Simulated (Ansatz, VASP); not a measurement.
GdO: VASP beside Ansatz

```
CELL_PARAMETERS angstrom
0.00000 2.70000 2.70000
2.70000 0.00000 2.70000
2.70000 2.70000 0.00000
ATOMIC_POSITIONS crystal
Gd 0.00000 0.00000 0.00000
O 0.25000 0.25000 0.25000
```

Alike in both runs: functional RPBE; k mesh 9 × 9 × 9; occupations fermi-dirac, width 0.05 eV; collinear spin.

|  | VASP | Ansatz |
| --- | --- | --- |
| version | VASP 6.6.1 | Ansatz 0.2.0 |
| potentials or method | VASP PAW PBE potentials, release 64 (Gd, O) | Ansatz PAW |
| plane-wave cutoff (eV) | 520 | 420 |
| valence electrons in the cell | 24 | 24 |
| task | single point | band structure |

Ansatz gave:

- gap on the k mesh at the Fermi level (eV): none
- pressure (GPa): 2.1
- net moment per atom (μB): 3.82
- size of the moment on the site where the two differ most (μB): 6.85

Q: What did VASP give for the same quantities?

A: gap on the k mesh at the Fermi level (eV): none; pressure (GPa): 2.2; net moment per atom (μB): 3.84; size of the moment on the site where the two differ most (μB): 6.90.

VASP's potentials were made for PBE, not for RPBE. Site moments also hang on the region over which each program counts them. A gap of «none» marks a metal or a gap that the smearing closes.

Spin-orbit coupling is off throughout.
